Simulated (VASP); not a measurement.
# SiC (P6_3mc) in VASP: notebook, part 2 of 2

VASP 6.6.1. Earlier steps stand in the parts before.

## (4) Single point, r2SCAN (strain -0.080 along x and y, +0.080 along z)

File POSCAR:

```
SiC
1.0
    2.8291794070      0.0000000000      0.0000000000
   -1.4145897035      2.4501412383      0.0000000000
    0.0000000000      0.0000000000      5.4520202008
Si C
2 2
Direct
    0.3333333333      0.6666666667      0.0046028828
    0.6666666667      0.3333333333      0.5046028828
    0.3333333333      0.6666666667      0.3803971172
    0.6666666667      0.3333333333      0.8803971172
```

File INCAR.step1:

```
ALGO     = Normal         # electronic algorithm
EDIFF    = 1E-4           # SCF threshold, eV
ENCUT    = 520            # plane-wave cutoff, eV
GGA      = PE             # functional
ISMEAR   = 0              # smearing method
LASPH    = True           # aspherical terms in the spheres
LCHARG   = False          # write CHGCAR
LREAL    = False          # projectors in reciprocal space
LWAVE    = True           # write WAVECAR
NBANDS   = 16             # bands
NELM     = 100            # most SCF steps
PREC     = Accurate       # precision mode
SIGMA    = 0.05           # smearing width, eV
```

File INCAR.step2:

```
ALGO     = Normal         # electronic algorithm
EDIFF    = 1E-6           # SCF threshold, eV
ENCUT    = 520            # plane-wave cutoff, eV
ISIF     = 2              # what is computed and relaxed
ISMEAR   = 0              # smearing method
ISTART   = 1            
LASPH    = True           # aspherical terms in the spheres
LCHARG   = True           # write CHGCAR
LELF     = True           # ELF
LMIXTAU  = True         
LREAL    = False          # projectors in reciprocal space
LVHAR    = True         
LWAVE    = False          # write WAVECAR
METAGGA  = R2SCAN         # meta-GGA
NBANDS   = 16             # bands
NELM     = 100            # most SCF steps
PREC     = Accurate       # precision mode
SIGMA    = 0.05           # smearing width, eV
```

File KPOINTS:

```
k-points
0
Gamma
  12 12 6
```

On the command line:

```bash
cat potpaw_PBE.64/Si/POTCAR potpaw_PBE.64/C/POTCAR > POTCAR
cp INCAR.step1 INCAR
mpirun -np 1 vasp_std > vasp.out
cp INCAR.step2 INCAR
mpirun -np 1 vasp_std > vasp.out
```

Wall time 67 s (1 thread of Intel Xeon 6975P-C (Granite Rapids), shared host); peak memory 0.18 GiB.

It converged, with:

- Free energy: -37.0017 eV
- Pressure: 33.5 GPa
- Largest force: 1.179 eV/Å
- Band gap on the k mesh: 1.74 eV (least direct gap 2.95 eV)

Forces on the atoms (eV/Å):
```
Si   0.000  0.000  1.179
Si   0.000  0.000  1.179
C    0.000  0.000 -1.179
C    0.000  0.000 -1.179
```

Stress tensor (GPa, compression positive):
```
 68.61   0.00   0.00
  0.00  68.61   0.00
  0.00   0.00 -36.67
```

Levels at points of the mesh, in eV from the valence-band top:
| k point | band 4 | band 5 | band 6 | band 7 | band 8 | band 9 | band 10 | band 11 | band 12 | band 13 |
| --- | --- | --- | --- | --- | --- | --- | --- | --- | --- | --- |
| (0.00, 0.00, 0.00) | -1.59 | -0.71 | -0.71 | 0.00 | 0.00 | 2.95 | 8.61 | 9.05 | 9.05 | 10.56 |
| (0.50, 0.00, 0.00) | -8.09 | -5.94 | -3.80 | -3.11 | -1.74 | 3.36 | 4.30 | 7.13 | 8.41 | 8.57 |
| (0.00, 0.00, 0.50) | -6.52 | -0.37 | -0.37 | -0.37 | -0.37 | 7.71 | 7.71 | 9.53 | 9.53 | 9.53 |
| (0.50, 0.00, 0.50) | -9.34 | -3.48 | -3.48 | -2.51 | -2.51 | 2.53 | 2.53 | 5.93 | 5.93 | 11.23 |

Caveat: the cell differs from its parent crystal (strain -0.080 along x and y, +0.080 along z); the stress differs along the axes, from -37 to 69 GPa; the PAW data sets were made with another functional, which shifts forces and pressure a little. A k mesh can miss the band edges.

## (5) Single point, r2SCAN (strain +0.000 along x and y, -0.080 along z)

File POSCAR:

```
SiC
1.0
    3.0751950076      0.0000000000      0.0000000000
   -1.5375975038      2.6631969982      0.0000000000
    0.0000000000      0.0000000000      4.6443135044
Si C
2 2
Direct
    0.3333333333      0.6666666667      0.0046028828
    0.6666666667      0.3333333333      0.5046028828
    0.3333333333      0.6666666667      0.3803971172
    0.6666666667      0.3333333333      0.8803971172
```

File INCAR.step1:

```
PREC = Accurate
ENCUT = 520
ISMEAR = 0
SIGMA = 0.05
LREAL = False
LASPH = True
NELM = 100
NBANDS = 16
GGA = PE
ALGO = Normal
EDIFF = 1E-4
LWAVE = True
LCHARG = False
```

File INCAR.step2:

```
PREC = Accurate
ENCUT = 520
EDIFF = 1E-6
ISMEAR = 0
SIGMA = 0.05
LREAL = False
LASPH = True
NELM = 100
ALGO = Normal
ISIF = 2
LWAVE = False
LCHARG = False
METAGGA = R2SCAN
LMIXTAU = True
NBANDS = 16
ISTART = 1
```

File KPOINTS:

```
regular mesh
0
Gamma
  12 12 6
```

On the command line:

```bash
cat potpaw_PBE.64/Si/POTCAR potpaw_PBE.64/C/POTCAR > POTCAR
cp INCAR.step1 INCAR
mpirun -np 1 vasp_std > vasp.out
cp INCAR.step2 INCAR
mpirun -np 1 vasp_std > vasp.out
```

Run time: 54 s. Hardware: 1 thread of Intel Xeon 6975P-C (Granite Rapids), shared host; peak memory 0.17 GiB.

It converged, with:

* Free energy: -38.0230 eV
* Pressure: 24.1 GPa
* Largest force: 1.660 eV/Å
* Band gap on the k mesh: 2.54 eV (least direct gap 3.82 eV)

Forces on the atoms (eV/Å):
```
Si   0.000  0.000 -1.660
Si   0.000  0.000 -1.660
C    0.000  0.000  1.660
C    0.000  0.000  1.660
```

Stress tensor (GPa, compression positive):
```
 3.13  0.00  0.00
 0.00  3.13  0.00
 0.00  0.00 65.94
```

Levels at points of the mesh, in eV from the valence-band top:
```
           k point  band 6  band 7  band 8  band 9  band 10  band 11
(0.00, 0.00, 0.00)   -0.28   -0.28    0.00    4.55     6.85     6.85
(0.50, 0.00, 0.00)   -4.31   -3.82   -1.27    2.54     5.17     7.48
(0.00, 0.00, 0.50)   -1.32   -1.32   -1.32    6.12     6.12     7.54
(0.50, 0.00, 0.50)   -3.11   -2.29   -2.29    3.88     3.88     6.64
```

Caveat: the cell differs from its parent crystal (strain +0.000 along x and y, -0.080 along z); the stress differs along the axes, from 3 to 66 GPa; the PAW data sets were made with another functional, which shifts forces and pressure a little. A k mesh can miss the band edges.

## (6) Single point, r2SCAN (strain -0.040 along x and y, +0.000 along z)

File POSCAR:

```
SiC
1.0
    2.9521872073      0.0000000000      0.0000000000
   -1.4760936037      2.5566691183      0.0000000000
    0.0000000000      0.0000000000      5.0481668526
Si C
2 2
Direct
    0.3333333333      0.6666666667      0.0046028828
    0.6666666667      0.3333333333      0.5046028828
    0.3333333333      0.6666666667      0.3803971172
    0.6666666667      0.3333333333      0.8803971172
```

File INCAR.step1:

```
PREC     = Accurate       # precision mode
ENCUT    = 520            # plane-wave cutoff, eV
ISMEAR   = 0              # smearing method
SIGMA    = 0.05           # smearing width, eV
LREAL    = False          # projectors in reciprocal space
LASPH    = True           # aspherical terms in the spheres
NELM     = 80             # most SCF steps
NBANDS   = 16             # bands
GGA      = PE             # functional
ALGO     = Normal         # electronic algorithm
EDIFF    = 1E-4           # SCF threshold, eV
LWAVE    = True           # write WAVECAR
LCHARG   = False          # write CHGCAR
```

File INCAR.step2:

```
PREC     = Accurate       # precision mode
ENCUT    = 520            # plane-wave cutoff, eV
EDIFF    = 1E-6           # SCF threshold, eV
ISMEAR   = 0              # smearing method
SIGMA    = 0.05           # smearing width, eV
LREAL    = False          # projectors in reciprocal space
LASPH    = True           # aspherical terms in the spheres
NELM     = 80             # most SCF steps
ALGO     = Normal         # electronic algorithm
ISIF     = 2              # what is computed and relaxed
LWAVE    = False          # write WAVECAR
LCHARG   = False          # write CHGCAR
METAGGA  = R2SCAN         # meta-GGA
LMIXTAU  = True         
NBANDS   = 16             # bands
ISTART   = 1
```

KPOINTS is that of step 5.

Potentials or basis: VASP PAW PBE potentials, release 64 (Si, C).

On the command line:

```bash
cat potpaw_PBE.64/Si/POTCAR potpaw_PBE.64/C/POTCAR > POTCAR
cp INCAR.step1 INCAR
mpirun -np 1 vasp_std > vasp.out
cp INCAR.step2 INCAR
mpirun -np 1 vasp_std > vasp.out
```

It took 67 s on 1 thread of Intel Xeon 6975P-C (Granite Rapids), shared host; peak memory 0.18 GiB.

It converged, with:

```yaml
Free_energy: -38.3375 eV
Pressure: 22.4 GPa
Largest_force: 0.510 eV/Å
Band_gap_on_the_k_mesh: 2.35 eV (least direct gap 5.07 eV)
```

Forces in eV/Å, atoms in the order of the input:
```
Si   0.000  0.000  0.510
Si   0.000  0.000  0.510
C    0.000  0.000 -0.510
C    0.000  0.000 -0.510
```

Stress tensor (GPa, compression positive):
```
32.05  0.00  0.00
 0.00 32.05  0.00
 0.00  0.00  2.95
```

Levels at points of the mesh, in eV from the valence-band top:
| k point | band 5 | band 6 | band 7 | band 8 | band 9 | band 10 | band 11 | band 12 |
| --- | --- | --- | --- | --- | --- | --- | --- | --- |
| (0.00, 0.00, 0.00) | -1.21 | -0.41 | 0.00 | 0.00 | 6.53 | 6.78 | 8.05 | 8.05 |
| (0.50, 0.00, 0.00) | -5.91 | -3.62 | -3.48 | -1.40 | 3.67 | 4.42 | 8.14 | 8.16 |
| (0.00, 0.00, 0.50) | -0.65 | -0.65 | -0.65 | -0.65 | 7.68 | 7.68 | 8.67 | 8.67 |
| (0.50, 0.00, 0.50) | -2.77 | -2.77 | -2.61 | -2.61 | 3.67 | 3.67 | 6.02 | 6.02 |

Caveat: the cell differs from its parent crystal (strain -0.040 along x and y, +0.000 along z); the stress differs along the axes, from 3 to 32 GPa; the PAW data sets were made with another functional, which shifts forces and pressure a little. A k mesh can miss the band edges.

## (7) The runs side by side

| cell | gap on the mesh (eV) | pressure (GPa) | largest force (eV/Å) |
| --- | --- | --- | --- |
| a = 2.829, b = 2.829, c = 5.250 Å, angles 90.0, 90.0, 120.0°, 4 atoms | 1.84 | 43.1 | 1.41 |
| a = 2.952, b = 2.952, c = 4.846 Å, angles 90.0, 90.0, 120.0°, 4 atoms | 2.47 | 35.0 | 0.02 |
| a = 2.829, b = 2.829, c = 5.452 Å, angles 90.0, 90.0, 120.0°, 4 atoms | 1.74 | 33.5 | 1.18 |
| a = 3.075, b = 3.075, c = 4.644 Å, angles 90.0, 90.0, 120.0°, 4 atoms | 2.54 | 24.1 | 1.66 |
| a = 2.952, b = 2.952, c = 5.048 Å, angles 90.0, 90.0, 120.0°, 4 atoms | 2.35 | 22.4 | 0.51 |

Alike in all rows: task single point; level r2SCAN; potentials or basis VASP PAW PBE potentials, release 64 (Si, C); no spin polarisation; k mesh 12 × 12 × 6; cutoff (eV) 520; smearing gaussian 0.05 eV.

Caveats: the PAW data sets were made with another functional, which shifts forces and pressure a little; the stress differs along the axes, from -18 to 74 GPa (at least some runs); the cell stands under pressure (at least some runs); the stress differs along the axes, from -37 to 69 GPa (at least some runs); the stress differs along the axes, from 3 to 66 GPa (at least some runs); the stress differs along the axes, from 3 to 32 GPa (at least some runs).

Absolute energies hang on the potentials; compare differences alone.
